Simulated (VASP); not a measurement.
# CaSiAu (P-6m2) in VASP: notebook, part 2 of 2

VASP 6.6.1.

## Step 4: Single point, LDA

This run uses another cell than the first one, of 23.87 Å³/atom, 1.120 times its volume.

Input file INCAR:

```
SYSTEM = CaSiAu
ALGO     = Normal         ! electronic algorithm
EDIFF    = 1E-7           ! SCF threshold, eV
ENCUT    = 520            ! plane-wave cutoff, eV
GGA      = CA             ! functional
ISIF     = 2              ! what is computed and relaxed
ISMEAR   = 0              ! smearing method
LASPH    = .TRUE.         ! aspherical terms in the spheres
LCHARG   = .FALSE.        ! write CHGCAR
LREAL    = .FALSE.        ! projectors in reciprocal space
LWAVE    = .FALSE.        ! write WAVECAR
NBANDS   = 20             ! bands
NELM     = 80             ! most SCF steps
PREC     = Accurate       ! precision mode
SIGMA    = 0.05           ! smearing width, eV
```

Input file KPOINTS:

```
k-points
0
G
  9 9 8
  0 0 0
```

Input file POSCAR:

```
CaSiAu
1.0
    4.4942008732      0.0000000000      0.0000000000
   -2.2471004366      3.8920921259      0.0000000000
    0.0000000000      0.0000000000      4.0942765730
Ca Si Au
1 1 1
Direct
    0.3333333300      0.6666666700      0.0000000000
    0.0000000000      0.0000000000      0.5000000000
    0.6666666700      0.3333333300      0.5000000000
```

Potentials or basis: VASP PAW LDA potentials, release 64 (Ca_sv, Si, Au).

Started as:

```sh
$ cat potpaw_LDA.64/Ca_sv/POTCAR potpaw_LDA.64/Si/POTCAR potpaw_LDA.64/Au/POTCAR > POTCAR
$ mpirun -np 1 vasp_std > vasp.out
```

OUTCAR:

```text
SYSTEM = CaSiAu
   EDIFF = 1E-7
   ENCUT = 520
   GGA = CA
   ISIF = 2
   ISMEAR = 0
   LASPH = .TRUE.
   LREAL = .FALSE.
   NELM = 80
   PREC = Accurate

 ion  position               nearest neighbor table
   1  0.333  0.667  0.000-   3 3.31   3 3.31   3 3.31   3 3.31   3 3.31   3 3.31
   2  0.000  0.000  0.500-   3 2.59   3 2.59   3 2.59
   3  0.667  0.333  0.500-   2 2.59   2 2.59   2 2.59   1 3.31   1 3.31   1 3.31   1 3.31   1 3.31
                             1 3.31

  LATTYP: Found a hexagonal cell.
 ALAT       =     4.4942008732
 C/A-ratio  =     0.9110132565

  Lattice vectors:

 A1 = (   4.4942008732,   0.0000000000,   0.0000000000)
 A2 = (  -2.2471004366,   3.8920921259,   0.0000000000)
 A3 = (   0.0000000000,   0.0000000000,   4.0942765730)

Analysis of symmetry for initial positions (statically):
=====================================================================
 Subroutine PRICEL returns:
 Original cell was already a primitive cell.

 Routine SETGRP: Setting up the symmetry group for a
 hexagonal supercell.

 Subroutine GETGRP returns: Found 12 space group operations
 (whereof 12 operations were pure point group operations)
 out of a pool of 24 trial point group operations.

The static configuration has the point symmetry D_3h.

Analysis of symmetry for dynamics (positions and initial velocities):
=====================================================================
 Subroutine PRICEL returns:
 Original cell was already a primitive cell.

 Routine SETGRP: Setting up the symmetry group for a
 hexagonal supercell.

 Subroutine GETGRP returns: Found 12 space group operations
 (whereof 12 operations were pure point group operations)
 out of a pool of 24 trial point group operations.

The dynamic configuration has the point symmetry D_3h.

 Subroutine INISYM returns: Found 12 space group operations
 (whereof 12 operations are pure point group operations),
 and found     1 'primitive' translations

----------------------------------------------------------------------------------------

                                     Primitive cell

  volume of cell :      71.6164

  direct lattice vectors                    reciprocal lattice vectors
     4.494200873  0.000000000  0.000000000     0.222508968  0.128465613  0.000000000
    -2.247100437  3.892092126  0.000000000     0.000000000  0.256931226  0.000000000
     0.000000000  0.000000000  4.094276573     0.000000000  0.000000000  0.244243392

  length of vectors
     4.494200873  4.494200873  4.094276573     0.256931226  0.256931226  0.244243392

  position of ions in fractional coordinates (direct lattice)
     0.333333330  0.666666670  0.000000000
     0.000000000  0.000000000  0.500000000
     0.666666670  0.333333330  0.500000000

  ion indices of the primitive-cell ions
   primitive index   ion index
                 1           1
                 2           2
                 3           3

----------------------------------------------------------------------------------------

 KPOINTS: k-points

Automatic generation of k-mesh.
 Grid dimensions read from file:
 generate k-points for:    9    9    8

 Generating k-lattice:

  Cartesian coordinates                     Fractional coordinates (reciprocal lattice)
     0.024723219  0.014273957  0.000000000     0.111111111  0.000000000  0.000000000
     0.000000000  0.028547914  0.000000000     0.000000000  0.111111111  0.000000000
     0.000000000  0.000000000  0.030530424     0.000000000  0.000000000  0.125000000

  Length of vectors
     0.028547914  0.028547914  0.030530424

  Shift w.r.t. Gamma in fractional coordinates (k-lattice)
     0.000000000  0.000000000  0.000000000

 Subroutine IBZKPT returns following result:
 ===========================================

 Found     60 irreducible k-points:

 Following reciprocal coordinates:
            Coordinates               Weight
  0.000000  0.000000  0.000000      1.000000
  0.111111 -0.000000  0.000000      6.000000
  0.222222 -0.000000  0.000000      6.000000
  0.333333  0.000000  0.000000      6.000000
  0.444444 -0.000000  0.000000      6.000000
  0.111111  0.111111  0.000000      6.000000
[... 16 lines left out ...]
  0.333333  0.222222  0.125000     24.000000
  0.333333  0.333333  0.125000      4.000000
 [... further k-points ...]
   k-points           NKPTS =     60   k-points in BZ     NKDIM =     60   number of bands    NBANDS=     20
   number of dos      NEDOS =    301   number of ions     NIONS =      3
   total plane-waves  NPLWV =  38880
   dimension x,y,z NGX =    36 NGY =   36 NGZ =   30
   dimension x,y,z NGXF=    72 NGYF=   72 NGZF=   60
   ions per type =               1   1   1
   NGX,Y,Z   is equivalent  to a cutoff of  13.32, 13.32, 12.18 a.u.
   NGXF,Y,Z  is equivalent  to a cutoff of  26.63, 26.63, 24.36 a.u.
 SYSTEM =  CaSiAu
   PREC   = accura    normal or accurate (medium, high low for compatibility)
   ISTART =      0    job   : 0-new  1-cont  2-samecut
   ICHARG =      2    charge: 1-file 2-atom 10-const
   ISPIN  =      1    spin polarized calculation?
   LNONCOLLINEAR =      F non collinear calculations
   LSORBIT =      F    spin-orbit coupling
   LASPH  =      T    aspherical Exc in radial PAW
   ENCUT  =  520.0 eV  38.22 Ry    6.18 a.u.   8.36  8.36  7.61*2*pi/ulx,y,z
   NELM   =     80;   NELMIN=  2; NELMDL= -5     # of ELM steps
   EDIFF  = 0.1E-06   stopping-criterion for ELM
   LREAL  =      F    real-space projection
   EDIFFG = 0.1E-05   stopping-criterion for IOM
   NSW    =      0    number of steps for IOM
   IBRION =     -1    ionic relax: 0-MD 1-quasi-New 2-CG
   NFREE  =      0    steps in history (QN), initial steepest desc. (CG)
   ISIF   =      2    stress and relaxation
   ISYM   =      2    0-nonsym 1-usesym 2-fastsym
   POTIM  = 0.5000    time-step for ionic-motion
   TEBEG  =    0.0;   TEEND  =   0.0 temperature during run
   PSTRESS=    0.0 pullay stress
   NELECT =      25.0000    total number of electrons
   NUPDOWN=      -1.0000    fix difference up-down
   EMIN   =  10.00;   EMAX   =-10.00  energy-range for DOS
   EFERMI =   0.00;   METHOD = LEGACY
   ISMEAR =     0;   SIGMA  =   0.05  broadening in eV -4-tet -1-fermi 0-gaus
   EFERMI_NEDOS =   21; number of points for ismear=-14 and -15
   IALGO  =     38    algorithm
   IMIX   =      4    mixing-type and parameters
     AMIX     =   0.40;   BMIX     =  1.00
     AMIX_MAG =   1.60;   BMIX_MAG =  1.00
  volume/ion in A,a.u.               =      23.87       161.10
  Fermi-wavevector in a.u.,A,eV,Ry     =   1.152703  2.178292 18.078375  1.328723
  Thomas-Fermi vector in A             =   2.289352
   LORBIT       =      0    0 simple, 1 ext, 2 COOP (PROOUT), +10 PAW based schemes
   GGA     = CA    functional components
   LHFCALC =     F    Hartree Fock is set to
   AEXX    =    0.0000 exact exchange contribution
   IVDW    =     0    specifies the selected vdW correction
   LEPSILON=     F    determine dielectric tensor
   LRPA    =     F    only Hartree local field effects (RPA)
 non-spin polarized calculation
 Gauss-broadening in eV      SIGMA  =   0.05
  energy-cutoff  :      520.00
  volume of cell :       71.62
 maximum number of plane-waves:      1948
 NGX is ok and might be reduce to    36
   NGX = 17   NGY = 17   NGZ = 15

 number of electron      25.0000000 magnetization

 Free energy of the ion-electron system (eV)
  ---------------------------------------------------
  ext. energy  EPLUGINS =         0.00000000
  ---------------------------------------------------
  free energy    TOTEN  =       -14.36238357 eV

  energy without entropy =      -14.35987540  energy(sigma->0) =      -14.36112949

 E-fermi :   4.8508     XC(G=0): -10.0333

 val. band max:        4.8450501709   @ k =   0.4444   0.1111   0.5000
 cond. band min:       4.8808093240   @ k =   0.2222  -0.0000   0.2500
 fundamental gap:      0.0357591530
 Fermi energy:         4.8507911950

 k-point     1 :       0.0000    0.0000    0.0000
  band No.  band energies     occupation
      1     -35.8594      2.00000
      2     -17.1529      2.00000
      3     -17.1529      2.00000
      4     -17.1311      2.00000
      5      -4.3628      2.00000
      6      -0.5405      2.00000
[... 12 lines left out ...]
     19       9.1904      0.00000
[... 513 lines left out ...]
      4     -17.1362      2.00000
      5      -2.8970      2.00000
      6      -0.3617      2.00000
[... 12 lines left out ...]
     19      11.1806      0.00000
     20      11.3663      0.00000

 [... further k-points ...]

------------------------ aborting loop because EDIFF is reached ----------------------------------------

  FORCE on cell =-STRESS in cart. coord.  units (eV):
  Direction    XX          YY          ZZ          XY          YZ          ZX
  --------------------------------------------------------------------------------------
  -------------------------------------------------------------------------------------
  Total       -5.2897091     -5.2897091     -3.0952564      0.0000000      0.0000000      0.0000000
  in kB     -118.3394662   -118.3394662    -69.2459608      0.0000000      0.0000000      0.0000000
  external PRESSURE =    -101.9749644 kB  Pullay stress =       0.0000000 kB

 VOLUME and BASIS-vectors are now :
 -----------------------------------------------------------------------------
  energy-cutoff  :      520.00
  volume of cell :       71.62
      direct lattice vectors                 reciprocal lattice vectors
     4.494200873  0.000000000  0.000000000     0.222508968  0.128465613  0.000000000
    -2.247100437  3.892092126  0.000000000     0.000000000  0.256931226  0.000000000
     0.000000000  0.000000000  4.094276573     0.000000000  0.000000000  0.244243392

 POSITION                                       TOTAL-FORCE (eV/Angst)
 -----------------------------------------------------------------------------------
     -0.00000      2.59473      0.00000        -0.000000      0.000000      0.000000
      0.00000      0.00000      2.04714         0.000000     -0.000000      0.000000
      2.24710      1.29736      2.04714        -0.000000      0.000000      0.000000
 -----------------------------------------------------------------------------------
    total drift:                                0.000009     -0.000005      0.000000

  FREE ENERGIE OF THE ION-ELECTRON SYSTEM (eV)
  ---------------------------------------------------
  free  energy   TOTEN  =       -14.3623835732 eV

  energy  without entropy=      -14.3598754025  energy(sigma->0) =      -14.36112949
```

Wall time 58 s (1 thread of Intel Xeon Platinum 8259CL at 2.50GHz (Skylake/Cascade Lake), shared host); peak memory 0.23 GiB.

Results:

```yaml
Free_energy: -14.3624 eV
Pressure: -10.2 GPa
```

Caveat: spin-orbit coupling is left out, which moves the levels of the heavy elements.
